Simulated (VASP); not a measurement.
# Sr4BPt (F-43m) in VASP: single point with PBE

Aim: the single point of Sr4BPt with PBE.

Everything below comes from runs of VASP 6.6.1. Logs are shortened: lines on timing, memory, paths and dates and some standing lists are left out, and cuts for length are marked.

**1. The cell of the first run**

Symmetry: F-43m, No. 216, cubic system. Conventional cell: a = 8.116 Å, b = 8.116 Å, c = 8.116 Å, α = 90.00°, β = 90.00°, γ = 90.00°. Sr (site symmetry 3m) has 6 Sr at 2.85 to 2.89 Å and 3 Pt at 3.36 Å and 3 B at 3.37 Å within 3.7 Å. Within 4.4 Å of B (site symmetry -43m) lie 12 Sr at 3.37 Å and 4 Pt at 3.51 Å. Pt (site symmetry -43m) has 12 Sr at 3.36 Å and 4 B at 3.51 Å within 4.4 Å.

The cell was generated, and may not be a known phase.

**2. Single point, PBE**

INCAR

```
ALGO = Normal
EDIFF = 1E-6
ENCUT = 500
GGA = PE
GGA_COMPAT = False
ISIF = 2
ISMEAR = 0
LASPH = True
LCHARG = False
LREAL = False
LWAVE = False
NBANDS = 36
NELM = 120
PREC = Accurate
SIGMA = 0.1
```

KPOINTS

```
k-points
0
Gamma
  4 4 4
```

POSCAR

```
Sr4BPt
1.0
    0.0000000000      4.0577978300      4.0577978300
    4.0577978300      0.0000000000      4.0577978300
    4.0577978300      4.0577978300      0.0000000000
Sr B Pt
4 1 1
Direct
    0.1219371000      0.6260209700      0.6260209700
    0.6260209700      0.1219371000      0.6260209700
    0.6260209700      0.6260209700      0.1219371000
    0.6260209700      0.6260209700      0.6260209700
    0.2500000000      0.2500000000      0.2500000000
    0.0000000000      0.0000000000      0.0000000000
```

Potentials or basis: VASP PAW PBE potentials, release 64 (Sr_sv, B, Pt).

Command:

```sh
$ cat potpaw_PBE.64/Sr_sv/POTCAR potpaw_PBE.64/B/POTCAR potpaw_PBE.64/Pt/POTCAR > POTCAR
$ mpirun -np 1 vasp_std > vasp.out
```

OUTCAR:

```text
EDIFF = 1E-6
   ENCUT = 500
   GGA = PE
   ISIF = 2
   ISMEAR = 0
   LASPH = True
   LREAL = False
   NELM = 120
   PREC = Accurate

 ion  position               nearest neighbor table
   1  0.122  0.626  0.626-   2 2.85   3 2.85   4 2.85   4 2.89   3 2.89   2 2.89   6 3.36   6 3.36
                             6 3.36   5 3.37   5 3.37   5 3.37   4 4.97   3 4.97   4 4.97   2 4.97
   2  0.626  0.122  0.626-   1 2.85   3 2.85   4 2.85   3 2.89   4 2.89   1 2.89   6 3.36   6 3.36
                             6 3.36   5 3.37   5 3.37   5 3.37   4 4.97   1 4.97   3 4.97   4 4.97
   3  0.626  0.626  0.122-   1 2.85   2 2.85   4 2.85   4 2.89   2 2.89   1 2.89   6 3.36   6 3.36
                             6 3.36   5 3.37   5 3.37   5 3.37   2 4.97   1 4.97   4 4.97   4 4.97
   4  0.626  0.626  0.626-   1 2.85   2 2.85   3 2.85   3 2.89   2 2.89   1 2.89   6 3.36   6 3.36
                             6 3.36   5 3.37   5 3.37   5 3.37   3 4.97   2 4.97   1 4.97   2 4.97
   5  0.250  0.250  0.250-   1 3.37   2 3.37   1 3.37   3 3.37   2 3.37   3 3.37   4 3.37   4 3.37
                             4 3.37   2 3.37   1 3.37   3 3.37
   6  0.000  0.000  0.000-   1 3.36   2 3.36   3 3.36   4 3.36   4 3.36   4 3.36   1 3.36   2 3.36
                             2 3.36   1 3.36   3 3.36   3 3.36

  LATTYP: Found a face centered cubic cell.
 ALAT       =     8.1155956600

  Lattice vectors:

 A1 = (   0.0000000000,   4.0577978300,   4.0577978300)
 A2 = (   4.0577978300,   0.0000000000,   4.0577978300)
 A3 = (   4.0577978300,   4.0577978300,   0.0000000000)

Analysis of symmetry for initial positions (statically):
=====================================================================
 Subroutine PRICEL returns:
 Original cell was already a primitive cell.

 Routine SETGRP: Setting up the symmetry group for a
 face centered cubic supercell.

 Subroutine GETGRP returns: Found 24 space group operations
 (whereof 24 operations were pure point group operations)
 out of a pool of 48 trial point group operations.

The static configuration has the point symmetry T_d .

Analysis of symmetry for dynamics (positions and initial velocities):
=====================================================================
 Subroutine PRICEL returns:
 Original cell was already a primitive cell.

 Routine SETGRP: Setting up the symmetry group for a
 face centered cubic supercell.

 Subroutine GETGRP returns: Found 24 space group operations
 (whereof 24 operations were pure point group operations)
 out of a pool of 48 trial point group operations.

The dynamic configuration has the point symmetry T_d .

 Subroutine INISYM returns: Found 24 space group operations
 (whereof 24 operations are pure point group operations),
 and found     1 'primitive' translations

----------------------------------------------------------------------------------------

                                     Primitive cell

  volume of cell :     133.6292

  direct lattice vectors                    reciprocal lattice vectors
     0.000000000  4.057797830  4.057797830    -0.123219544  0.123219544  0.123219544
     4.057797830  0.000000000  4.057797830     0.123219544 -0.123219544  0.123219544
     4.057797830  4.057797830  0.000000000     0.123219544  0.123219544 -0.123219544

  length of vectors
     5.738592725  5.738592725  5.738592725     0.213422511  0.213422511  0.213422511

  position of ions in fractional coordinates (direct lattice)
     0.121937100  0.626020970  0.626020970
     0.626020970  0.121937100  0.626020970
     0.626020970  0.626020970  0.121937100
     0.626020970  0.626020970  0.626020970
     0.250000000  0.250000000  0.250000000
     0.000000000  0.000000000  0.000000000

  ion indices of the primitive-cell ions
   primitive index   ion index
                 1           1
                 2           2
                 3           3
                 4           4
                 5           5
                 6           6

----------------------------------------------------------------------------------------

 KPOINTS: k-points

Automatic generation of k-mesh.
 Grid dimensions read from file:
 generate k-points for:    4    4    4

 Generating k-lattice:

  Cartesian coordinates                     Fractional coordinates (reciprocal lattice)
    -0.030804886  0.030804886  0.030804886     0.250000000  0.000000000  0.000000000
     0.030804886 -0.030804886  0.030804886     0.000000000  0.250000000  0.000000000
     0.030804886  0.030804886 -0.030804886     0.000000000  0.000000000  0.250000000

  Length of vectors
     0.053355628  0.053355628  0.053355628

  Shift w.r.t. Gamma in fractional coordinates (k-lattice)
     0.000000000  0.000000000  0.000000000

 Subroutine IBZKPT returns following result:
 ===========================================

 Found      8 irreducible k-points:

 Following reciprocal coordinates:
            Coordinates               Weight
  0.000000  0.000000  0.000000      1.000000
  0.250000  0.000000  0.000000      8.000000
  0.500000  0.000000  0.000000      4.000000
  0.250000  0.250000  0.000000      6.000000
  0.500000  0.250000  0.000000     24.000000
 -0.250000  0.250000  0.000000     12.000000
  0.500000  0.500000  0.000000      3.000000
 -0.250000  0.500000  0.250000      6.000000
   k-points           NKPTS =      8   k-points in BZ     NKDIM =      8   number of bands    NBANDS=     36
   number of dos      NEDOS =    301   number of ions     NIONS =      6
   total plane-waves  NPLWV =  74088
   dimension x,y,z NGX =    42 NGY =   42 NGZ =   42
   dimension x,y,z NGXF=    84 NGYF=   84 NGZF=   84
   ions per type =               4   1   1
   NGX,Y,Z   is equivalent  to a cutoff of  12.17, 12.17, 12.17 a.u.
   NGXF,Y,Z  is equivalent  to a cutoff of  24.33, 24.33, 24.33 a.u.
 SYSTEM =  unknown system
   PREC   = accura    normal or accurate (medium, high low for compatibility)
   ISTART =      0    job   : 0-new  1-cont  2-samecut
   ICHARG =      2    charge: 1-file 2-atom 10-const
   ISPIN  =      1    spin polarized calculation?
   LNONCOLLINEAR =      F non collinear calculations
   LSORBIT =      F    spin-orbit coupling
   LASPH  =      T    aspherical Exc in radial PAW
   ENCUT  =  500.0 eV  36.75 Ry    6.06 a.u.  10.46 10.46 10.46*2*pi/ulx,y,z
   NELM   =    120;   NELMIN=  2; NELMDL= -5     # of ELM steps
   EDIFF  = 0.1E-05   stopping-criterion for ELM
   LREAL  =      F    real-space projection
[... 7 lines left out ...]
   TEBEG  =    0.0;   TEEND  =   0.0 temperature during run
   PSTRESS=    0.0 pullay stress
   NELECT =      53.0000    total number of electrons
   NUPDOWN=      -1.0000    fix difference up-down
   EMIN   =  10.00;   EMAX   =-10.00  energy-range for DOS
   EFERMI =   0.00;   METHOD = LEGACY
   ISMEAR =     0;   SIGMA  =   0.10  broadening in eV -4-tet -1-fermi 0-gaus
   EFERMI_NEDOS =   21; number of points for ismear=-14 and -15
   IALGO  =     38    algorithm
   IMIX   =      4    mixing-type and parameters
     AMIX     =   0.40;   BMIX     =  1.00
     AMIX_MAG =   1.60;   BMIX_MAG =  1.00
  volume/ion in A,a.u.               =      22.27       150.30
  Fermi-wavevector in a.u.,A,eV,Ry     =   1.202817  2.272995 19.684498  1.446770
  Thomas-Fermi vector in A             =   2.338588
   LORBIT       =      0    0 simple, 1 ext, 2 COOP (PROOUT), +10 PAW based schemes
   GGA     = PE    functional components
   LHFCALC =     F    Hartree Fock is set to
   AEXX    =    0.0000 exact exchange contribution
   IVDW    =     0    specifies the selected vdW correction
   LEPSILON=     F    determine dielectric tensor
   LRPA    =     F    only Hartree local field effects (RPA)
 non-spin polarized calculation
 Gauss-broadening in eV      SIGMA  =   0.10
  energy-cutoff  :      500.00
  volume of cell :      133.63
 maximum number of plane-waves:      3426
 NGX is ok and might be reduce to    42
   NGX = 21   NGY = 21   NGZ = 21

 number of electron      52.9999999 magnetization

 Free energy of the ion-electron system (eV)
  ---------------------------------------------------
  ext. energy  EPLUGINS =         0.00000000
  ---------------------------------------------------
  free energy    TOTEN  =       -10.15494652 eV

  energy without entropy =      -10.12309588  energy(sigma->0) =      -10.13902120

 E-fermi :   4.8596     XC(G=0): -10.3323

 val. band max:        4.8525003136   @ k =   0.5000   0.2500   0.0000
 cond. band min:       5.0240863662   @ k =   0.2500   0.2500   0.0000
 fundamental gap:      0.1715860526
 Fermi energy:         4.8596421359

 k-point     1 :       0.0000    0.0000    0.0000
  band No.  band energies     occupation
      1     -31.7576      2.00000
      2     -30.8703      2.00000
      3     -30.8703      2.00000
      4     -30.8703      2.00000
      5     -16.3926      2.00000
      6     -14.3920      2.00000
[... 28 lines left out ...]
     35       7.4855      0.00000
     36      11.0565      0.00000

 k-point     2 :       0.2500    0.0000    0.0000
  band No.  band energies     occupation
      1     -31.6739      2.00000
      2     -30.9737      2.00000
      3     -30.8713      2.00000
      4     -30.8713      2.00000
      5     -16.0738      2.00000
      6     -14.3004      2.00000
[... 28 lines left out ...]
     35       7.6470      0.00000
     36       9.9945      0.00000

 k-point     3 :       0.5000    0.0000    0.0000
  band No.  band energies     occupation
      1     -31.5549      2.00000
      2     -31.1123      2.00000
      3     -30.8722      2.00000
      4     -30.8722      2.00000
      5     -15.6948      2.00000
      6     -14.1090      2.00000
[... 28 lines left out ...]
     35       8.7040      0.00000
     36       8.7125      0.00000

 k-point     4 :       0.2500    0.2500    0.0000
  band No.  band energies     occupation
      1     -31.6403      2.00000
      2     -31.0124      2.00000
      3     -30.8722      2.00000
      4     -30.8722      2.00000
      5     -15.9346      2.00000
      6     -14.4518      2.00000
[... 28 lines left out ...]
     35       7.6338      0.00000
     36       8.7200      0.00000

 k-point     5 :       0.5000    0.2500    0.0000
  band No.  band energies     occupation
      1     -31.4952      2.00000
      2     -31.1764      2.00000
      3     -30.8739      2.00000
      4     -30.8732      2.00000
      5     -15.4277      2.00000
      6     -14.4434      2.00000
[... 28 lines left out ...]
     35       8.4296      0.00000
     36       8.7506      0.00000

 k-point     6 :      -0.2500    0.2500    0.0000
  band No.  band energies     occupation
      1     -31.5555      2.00000
      2     -31.1102      2.00000
      3     -30.8737      2.00000
      4     -30.8722      2.00000
      5     -15.6388      2.00000
      6     -14.3180      2.00000
[... 28 lines left out ...]
     35       8.3838      0.00000
     36       8.6188      0.00000

 k-point     7 :       0.5000    0.5000    0.0000
  band No.  band energies     occupation
      1     -31.3761      2.00000
      2     -31.3013      2.00000
      3     -30.8742      2.00000
      4     -30.8742      2.00000
      5     -14.9881      2.00000
      6     -14.8667      2.00000
[... 28 lines left out ...]
     35       8.4551      0.00000
     36       8.7360      0.00000

 k-point     8 :      -0.2500    0.5000    0.2500
  band No.  band energies     occupation
      1     -31.3761      2.00000
      2     -31.3012      2.00000
      3     -30.8743      2.00000
      4     -30.8743      2.00000
      5     -14.9471      2.00000
      6     -14.8087      2.00000
[... 28 lines left out ...]
     35       8.2651      0.00000
     36       8.6653      0.00000

------------------------ aborting loop because EDIFF is reached ----------------------------------------

  FORCE on cell =-STRESS in cart. coord.  units (eV):
  Direction    XX          YY          ZZ          XY          YZ          ZX
  --------------------------------------------------------------------------------------
  -------------------------------------------------------------------------------------
  Total       10.9285073     10.9285073     10.9285073     -0.0000000      0.0000000     -0.0000000
  in kB      131.0298423    131.0298423    131.0298423     -0.0000000      0.0000000     -0.0000000
  external PRESSURE =     131.0298423 kB  Pullay stress =       0.0000000 kB

 VOLUME and BASIS-vectors are now :
 -----------------------------------------------------------------------------
  energy-cutoff  :      500.00
  volume of cell :      133.63
      direct lattice vectors                 reciprocal lattice vectors
     0.000000000  4.057797830  4.057797830    -0.123219544  0.123219544  0.123219544
     4.057797830  0.000000000  4.057797830     0.123219544 -0.123219544  0.123219544
     4.057797830  4.057797830  0.000000000     0.123219544  0.123219544 -0.123219544

 POSITION                                       TOTAL-FORCE (eV/Angst)
 -----------------------------------------------------------------------------------
      5.08053      3.03506      3.03506        -0.241422      0.241422      0.241422
      3.03506      5.08053      3.03506         0.241422     -0.241422      0.241422
      3.03506      3.03506      5.08053         0.241422      0.241422     -0.241422
      5.08053      5.08053      5.08053        -0.241422     -0.241422     -0.241422
      2.02890      2.02890      2.02890         0.000000      0.000000     -0.000000
      0.00000      0.00000      0.00000         0.000000      0.000000     -0.000000
 -----------------------------------------------------------------------------------
    total drift:                               -0.000055     -0.000055     -0.000055

  FREE ENERGIE OF THE ION-ELECTRON SYSTEM (eV)
  ---------------------------------------------------
  free  energy   TOTEN  =       -10.1549465168 eV

  energy  without entropy=      -10.1230958784  energy(sigma->0) =      -10.13902120
```

Run time: 50 s. Hardware: 1 thread of AMD EPYC 7R13 (Zen 3), shared host; peak memory 0.23 GiB.

What came out:

* Free energy: -10.1549 eV
* Pressure: 13.1 GPa
* Largest force: 0.418 eV/Å
* Band gap on the k mesh: zero (an odd number of electrons rules out a gap without spin polarisation)

Forces on the atoms (eV/Å):
```
Sr  -0.241  0.241  0.241
Sr   0.241 -0.241  0.241
Sr   0.241  0.241 -0.241
Sr  -0.241 -0.241 -0.241
B    0.000  0.000  0.000
Pt   0.000  0.000  0.000
```

Caveat: the cell stands under pressure; spin-orbit coupling is left out, which moves the levels of the heavy elements.

The gap in the log of VASP goes by the Fermi energy; the results here count the filled bands.